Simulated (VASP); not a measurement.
Sr2TeO, 4 atoms in the cell. The structure is tetragonal, space group P4/mmm (No. 123). Conventional cell: a = 4.356 Å, b = 4.356 Å, c = 6.172 Å, α = 90.00°, β = 90.00°, γ = 90.00°. O (site symmetry 4/mmm) has 6 Sr at 3.08 to 3.09 Å within 4.1 Å. Within 4.1 Å of Sr (site symmetry 4/mmm) lie 4 Te at 3.08 Å and 2 O at 3.09 Å. Within 4.1 Å of Sr (site symmetry 4/mmm) lie 4 O at 3.08 Å and 2 Te at 3.09 Å. Within 4.1 Å of Te (site symmetry 4/mmm) lie 6 Sr at 3.08 to 3.09 Å. 

```yaml
Program: VASP 6.6.1
Task: single point
Functional: r2SCAN
Potentials_or_basis: VASP PAW PBE potentials, release 64 (O, Sr_sv, Te)
Cutoff: 520 eV
k_mesh: 6 × 6 × 4
Occupations: gaussian, width 0.01 eV
Spin: no spin polarisation
Dipole_correction: no
Further_INCAR_settings: ALGO = Normal; EDIFF = 1e-06; NBANDS = 24
```

Potentials or basis: VASP PAW PBE potentials, release 64 (O, Sr_sv, Te).

Command:

```sh
$ cat potpaw_PBE.64/O/POTCAR potpaw_PBE.64/Sr_sv/POTCAR potpaw_PBE.64/Te/POTCAR > POTCAR
$ cp INCAR.step1 INCAR
$ mpirun -np 1 vasp_std > vasp.out
$ cp INCAR.step2 INCAR
$ mpirun -np 1 vasp_std > vasp.out
```

Hardware: 1 thread of Intel(R) Xeon(R) 6975P-C (Granite Rapids), with other jobs on the host.

How long does it take, and how much memory?

It took 100 s on 1 thread of Intel(R) Xeon(R) 6975P-C (Granite Rapids), with other jobs on the host, peak memory 0.27 GiB. Counts: k points 30.
